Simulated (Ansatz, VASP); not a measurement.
One calculation of AlN, two programs

```
Al N
1.0
     0.00000    2.19846    2.19846
     2.19846    0.00000    2.19846
     2.19846    2.19846    0.00000
Al N
1 1
Cartesian
  0.0000 0.0000 0.0000
  1.0992 1.0992 1.0992
```

Alike in both runs: task single point; functional b88 exchange, pbe correlation; k mesh 10 × 10 × 10; occupations fermi-dirac, width 0.05 eV; no spin polarisation.

```csv
,VASP,Ansatz
version,VASP 6.6.1,Ansatz 0.2.0
potentials or method,"VASP PAW PBE potentials, release 64 (Al, N)",Ansatz PAW
plane-wave cutoff (eV),600,420
valence electrons in the cell,8,8
```

|  | VASP | Ansatz | Ansatz less VASP |
| --- | --- | --- | --- |
| gap on the k mesh at the Fermi level (eV) | 3.33 | 3.33 | +0.008 |
| least direct gap on the mesh (eV) | 4.04 | 4.03 | -0.014 |
| pressure (GPa) | 0.5 | 1.0 | +0.52 |

VASP's potentials were made for PBE, not for b88 exchange, pbe correlation.
